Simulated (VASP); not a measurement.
# MgB2 (P6/mmm) in VASP: settings compared

Aim: see how the results for MgB2 move with the level of theory and the settings. Levels: revPBE, PBE+D3(BJ), RPBE+D4. Tasks: single point.

Program: VASP 6.6.1. These are calculated values, not measurements. Logs are shortened: lines on timing, memory, paths and dates and some standing lists are left out, and cuts for length are marked.

### 1 The cell of the first run

Symmetry: P6/mmm, No. 191, hexagonal system. Conventional cell: a = 3.114 Å, b = 3.114 Å, c = 3.563 Å, α = 90.00°, β = 90.00°, γ = 120.00°. Mg (site symmetry 6/mmm) has 12 B at 2.53 Å and 6 Mg at 3.11 Å within 3.3 Å. B (site symmetry -6m2) has 3 B at 1.80 Å within 2.4 Å.

### 2 Single point, revPBE (9.98 Å³/atom)

The input, INCAR:

```
ALGO = Normal ; EDIFF = 1E-6
ENCUT = 520 ; GGA = RE
ISIF = 2 ; ISMEAR = 0
LASPH = T ; LCHARG = F
LREAL = F ; LWAVE = F
NBANDS = 11 ; NELM = 60
PREC = Accurate ; SIGMA = 0.05
```

The input, KPOINTS:

```
k-points
0
Gamma
  8 8 6
```

The input, POSCAR:

```
MgB2
1.0
    3.1144674487      0.0000000000      0.0000000000
   -1.5572337243      2.6972079298      0.0000000000
    0.0000000000      0.0000000000      3.5626151667
Mg B
1 2
Direct
    0.0000000000      0.0000000000      0.0000000000
    0.3333333333      0.6666666667      0.5000000000
    0.6666666667      0.3333333333      0.5000000000
```

Potentials or basis: VASP PAW PBE potentials, release 64 (Mg, B).

The run is started by

```sh
$ cat potpaw_PBE.64/Mg/POTCAR potpaw_PBE.64/B/POTCAR > POTCAR
$ mpirun -np 1 vasp_std > vasp.out
```

OUTCAR:

```text
EDIFF = 1E-6
   ENCUT = 520
   GGA = RE
   ISIF = 2
   ISMEAR = 0
   LASPH = T
   LREAL = F
   NELM = 60
   PREC = Accurate

 ion  position               nearest neighbor table
   1  0.000  0.000  0.000-   2 2.53   3 2.53   2 2.53   3 2.53   2 2.53   2 2.53   3 2.53   3 2.53
                             3 2.53   3 2.53   2 2.53   2 2.53
   2  0.333  0.667  0.500-   3 1.80   3 1.80   3 1.80   1 2.53   1 2.53   1 2.53   1 2.53   1 2.53
                             1 2.53
   3  0.667  0.333  0.500-   2 1.80   2 1.80   2 1.80   1 2.53   1 2.53   1 2.53   1 2.53   1 2.53
                             1 2.53

  LATTYP: Found a hexagonal cell.
 ALAT       =     3.1144674487
 C/A-ratio  =     1.1438922465

  Lattice vectors:

 A1 = (   3.1144674487,   0.0000000000,   0.0000000000)
 A2 = (  -1.5572337243,   2.6972079298,   0.0000000000)
 A3 = (   0.0000000000,   0.0000000000,   3.5626151667)

Analysis of symmetry for initial positions (statically):
=====================================================================
 Subroutine PRICEL returns:
 Original cell was already a primitive cell.

 Routine SETGRP: Setting up the symmetry group for a
 hexagonal supercell.

 Subroutine GETGRP returns: Found 24 space group operations
 (whereof 24 operations were pure point group operations)
 out of a pool of 24 trial point group operations.

The static configuration has the point symmetry D_6h.

Analysis of symmetry for dynamics (positions and initial velocities):
=====================================================================
 Subroutine PRICEL returns:
 Original cell was already a primitive cell.

 Routine SETGRP: Setting up the symmetry group for a
 hexagonal supercell.

 Subroutine GETGRP returns: Found 24 space group operations
 (whereof 24 operations were pure point group operations)
 out of a pool of 24 trial point group operations.

The dynamic configuration has the point symmetry D_6h.

 Subroutine INISYM returns: Found 24 space group operations
 (whereof 24 operations are pure point group operations),
 and found     1 'primitive' translations

----------------------------------------------------------------------------------------

                                     Primitive cell

  volume of cell :      29.9273

  direct lattice vectors                    reciprocal lattice vectors
     3.114467449  0.000000000  0.000000000     0.321082181  0.185376883  0.000000000
    -1.557233724  2.697207930  0.000000000     0.000000000  0.370753767  0.000000000
     0.000000000  0.000000000  3.562615167     0.000000000  0.000000000  0.280692680

  length of vectors
     3.114467449  3.114467449  3.562615167     0.370753767  0.370753767  0.280692680

  position of ions in fractional coordinates (direct lattice)
     0.000000000  0.000000000  0.000000000
     0.333333333  0.666666667  0.500000000
     0.666666667  0.333333333  0.500000000

  ion indices of the primitive-cell ions
   primitive index   ion index
                 1           1
                 2           2
                 3           3

----------------------------------------------------------------------------------------

 KPOINTS: k-points

Automatic generation of k-mesh.
 Grid dimensions read from file:
 generate k-points for:    8    8    6

 Generating k-lattice:

  Cartesian coordinates                     Fractional coordinates (reciprocal lattice)
     0.040135273  0.023172110  0.000000000     0.125000000  0.000000000  0.000000000
     0.000000000  0.046344221  0.000000000     0.000000000  0.125000000  0.000000000
     0.000000000  0.000000000  0.046782113     0.000000000  0.000000000  0.166666667

  Length of vectors
     0.046344221  0.046344221  0.046782113

  Shift w.r.t. Gamma in fractional coordinates (k-lattice)
     0.000000000  0.000000000  0.000000000

 Subroutine IBZKPT returns following result:
 ===========================================

 Found     40 irreducible k-points:

 Following reciprocal coordinates:
            Coordinates               Weight
  0.000000  0.000000  0.000000      1.000000
  0.125000 -0.000000  0.000000      6.000000
  0.250000 -0.000000  0.000000      6.000000
  0.375000  0.000000  0.000000      6.000000
  0.500000 -0.000000  0.000000      3.000000
  0.125000  0.125000  0.000000      6.000000
[... 16 lines left out ...]
  0.250000 -0.000000  0.333333     12.000000
  0.375000  0.000000  0.333333     12.000000
 [... further k-points ...]
   k-points           NKPTS =     40   k-points in BZ     NKDIM =     40   number of bands    NBANDS=     11
   number of dos      NEDOS =    301   number of ions     NIONS =      3
   total plane-waves  NPLWV =  16128
   dimension x,y,z NGX =    24 NGY =   24 NGZ =   28
   dimension x,y,z NGXF=    48 NGYF=   48 NGZF=   56
   ions per type =               1   2
   NGX,Y,Z   is equivalent  to a cutoff of  12.81, 12.81, 13.07 a.u.
   NGXF,Y,Z  is equivalent  to a cutoff of  25.62, 25.62, 26.13 a.u.
 SYSTEM =  unknown system
   PREC   = accura    normal or accurate (medium, high low for compatibility)
   ISTART =      0    job   : 0-new  1-cont  2-samecut
   ICHARG =      2    charge: 1-file 2-atom 10-const
   ISPIN  =      1    spin polarized calculation?
   LNONCOLLINEAR =      F non collinear calculations
   LSORBIT =      F    spin-orbit coupling
   LASPH  =      T    aspherical Exc in radial PAW
   ENCUT  =  520.0 eV  38.22 Ry    6.18 a.u.   5.79  5.79  6.62*2*pi/ulx,y,z
   NELM   =     60;   NELMIN=  2; NELMDL= -5     # of ELM steps
   EDIFF  = 0.1E-05   stopping-criterion for ELM
   LREAL  =      F    real-space projection
   EDIFFG = 0.1E-04   stopping-criterion for IOM
   NSW    =      0    number of steps for IOM
   IBRION =     -1    ionic relax: 0-MD 1-quasi-New 2-CG
   NFREE  =      0    steps in history (QN), initial steepest desc. (CG)
   ISIF   =      2    stress and relaxation
   ISYM   =      2    0-nonsym 1-usesym 2-fastsym
   POTIM  = 0.5000    time-step for ionic-motion
   TEBEG  =    0.0;   TEEND  =   0.0 temperature during run
   PSTRESS=    0.0 pullay stress
   NELECT =       8.0000    total number of electrons
   NUPDOWN=      -1.0000    fix difference up-down
   EMIN   =  10.00;   EMAX   =-10.00  energy-range for DOS
   EFERMI =   0.00;   METHOD = LEGACY
   ISMEAR =     0;   SIGMA  =   0.05  broadening in eV -4-tet -1-fermi 0-gaus
   EFERMI_NEDOS =   21; number of points for ismear=-14 and -15
   IALGO  =     38    algorithm
   IMIX   =      4    mixing-type and parameters
     AMIX     =   0.40;   BMIX     =  1.00
     AMIX_MAG =   1.60;   BMIX_MAG =  1.00
  volume/ion in A,a.u.               =       9.98        67.32
  Fermi-wavevector in a.u.,A,eV,Ry     =   1.054587  1.992881 15.131773  1.112154
  Thomas-Fermi vector in A             =   2.189753
   LORBIT       =      0    0 simple, 1 ext, 2 COOP (PROOUT), +10 PAW based schemes
   GGA     = RE    functional components
   LHFCALC =     F    Hartree Fock is set to
   AEXX    =    0.0000 exact exchange contribution
   IVDW    =     0    specifies the selected vdW correction
   LEPSILON=     F    determine dielectric tensor
   LRPA    =     F    only Hartree local field effects (RPA)
 non-spin polarized calculation
 Gauss-broadening in eV      SIGMA  =   0.05
  energy-cutoff  :      520.00
  volume of cell :       29.93
 maximum number of plane-waves:       824
 NGX is ok and might be reduce to    24
   NGX = 11   NGY = 11   NGZ = 13

 number of electron       8.0000000 magnetization

 Free energy of the ion-electron system (eV)
  ---------------------------------------------------
  ext. energy  EPLUGINS =         0.00000000
  ---------------------------------------------------
  free energy    TOTEN  =       -14.66513592 eV

  energy without entropy =      -14.66248908  energy(sigma->0) =      -14.66381250

 E-fermi :   5.1668     XC(G=0): -10.7273

 val. band max:        5.0866141871   @ k =   0.2500   0.2500   0.5000
 cond. band min:       5.1786272493   @ k =   0.2500   0.2500   0.0000
 fundamental gap:      0.0920130623
 Fermi energy:         5.1668277972

 k-point     1 :       0.0000    0.0000    0.0000
  band No.  band energies     occupation
      1      -7.1322      2.00000
      2       2.2483      2.00000
      3       5.4957      0.00000
      4       5.4957      0.00000
      5       6.7086      0.00000
      6      11.3357      0.00000
      7      11.3357      0.00000
      8      12.8756      0.00000
      9      14.8769      0.00000
     10      17.5534      0.00000
     11      21.0615      0.00000

 k-point     2 :       0.1250   -0.0000    0.0000
  band No.  band energies     occupation
      1      -6.8659      2.00000
      2       2.5087      2.00000
      3       4.2332      2.00000
      4       4.9303      2.00000
      5       6.9564      0.00000
      6      11.0460      0.00000
      7      12.4354      0.00000
      8      13.5266      0.00000
      9      13.9678      0.00000
     10      18.8258      0.00000
     11      19.8874      0.00000

 k-point     3 :       0.2500   -0.0000    0.0000
  band No.  band energies     occupation
      1      -6.0740      2.00000
      2       1.7786      2.00000
      3       3.2743      2.00000
      4       3.9641      2.00000
      5       7.6799      0.00000
      6      10.2947      0.00000
      7      11.8266      0.00000
      8      14.2126      0.00000
      9      14.9398      0.00000
     10      18.8105      0.00000
     11      18.9182      0.00000
[... 267 lines left out ...]
 k-point    23 :       0.2500   -0.0000    0.3333
  band No.  band energies     occupation
      1      -5.3222      2.00000
      2      -0.0688      2.00000
      3       2.2293      2.00000
      4       4.1935      2.00000
      5       8.8890      0.00000
      6      10.8769      0.00000
      7      13.3468      0.00000
      8      15.1792      0.00000
      9      15.5908      0.00000
     10      15.9133      0.00000
     11      16.6644      0.00000

 k-point    24 :       0.3750    0.0000    0.3333
  band No.  band energies     occupation
      1      -4.0879      2.00000
      2      -0.1762      2.00000
      3       1.2809      2.00000
      4       3.4768      2.00000
      5       6.2475      0.00000
      6      10.3840      0.00000
      7      14.1697      0.00000
      8      14.7411      0.00000
      9      15.1855      0.00000
     10      17.8544      0.00000
     11      18.3610      0.00000

 [... further k-points ...]

------------------------ aborting loop because EDIFF is reached ----------------------------------------

  FORCE on cell =-STRESS in cart. coord.  units (eV):
  Direction    XX          YY          ZZ          XY          YZ          ZX
  --------------------------------------------------------------------------------------
  -------------------------------------------------------------------------------------
  Total       -0.5369060     -0.5369060     -0.5559404     -0.0000000      0.0000000      0.0000000
  in kB      -28.7436349    -28.7436349    -29.7626580     -0.0000000      0.0000000      0.0000000
  external PRESSURE =     -29.0833093 kB  Pullay stress =       0.0000000 kB

 VOLUME and BASIS-vectors are now :
 -----------------------------------------------------------------------------
  energy-cutoff  :      520.00
  volume of cell :       29.93
      direct lattice vectors                 reciprocal lattice vectors
     3.114467449  0.000000000  0.000000000     0.321082181  0.185376883  0.000000000
    -1.557233724  2.697207930  0.000000000     0.000000000  0.370753767  0.000000000
     0.000000000  0.000000000  3.562615167     0.000000000  0.000000000  0.280692680

 POSITION                                       TOTAL-FORCE (eV/Angst)
 -----------------------------------------------------------------------------------
      0.00000      0.00000      0.00000        -0.000000      0.000000      0.000000
     -0.00000      1.79814      1.78131        -0.000000      0.000000      0.000000
      1.55723      0.89907      1.78131         0.000000      0.000000      0.000000
 -----------------------------------------------------------------------------------
    total drift:                                0.000000     -0.000000     -0.000000

  FREE ENERGIE OF THE ION-ELECTRON SYSTEM (eV)
  ---------------------------------------------------
  free  energy   TOTEN  =       -14.6651359228 eV

  energy  without entropy=      -14.6624890764  energy(sigma->0) =      -14.66381250
```

Run time: 10 s. Hardware: 1 thread of Intel Xeon Platinum 8375C at 2.90GHz (Ice Lake), shared host; peak memory 0.14 GiB.

Results:

```yaml
Free_energy: -14.6651 eV
Pressure: -2.9 GPa
Band_gap_on_the_k_mesh: zero (bands 4 and 5 overlap by 2.49 eV)
```

Stress tensor (GPa, compression positive):
```
-2.87  0.00  0.00
 0.00 -2.87  0.00
 0.00  0.00 -2.98
```

Levels at points of the mesh, in eV from the Fermi level:
```
           k point  band 1  band 2  band 3  band 4  band 5  band 6  band 7  band 8  band 9
(0.00, 0.00, 0.00)  -12.30   -2.92    0.33    0.33    1.54    6.17    6.17    7.71    9.71
(0.50, 0.00, 0.00)   -8.51   -7.74   -2.15    0.19    2.98    3.76    5.14    6.85   12.30
(0.00, 0.00, 0.50)  -11.09   -7.30    0.69    0.69    6.51    6.51    7.78    9.35    9.72
(0.50, 0.00, 0.50)   -7.57   -6.87   -3.51   -1.87   -1.28    5.45    8.57    8.72   12.72
```

Caveat: the PAW data sets were made with another functional, which shifts forces and pressure a little.

[end of part 1 of 2]
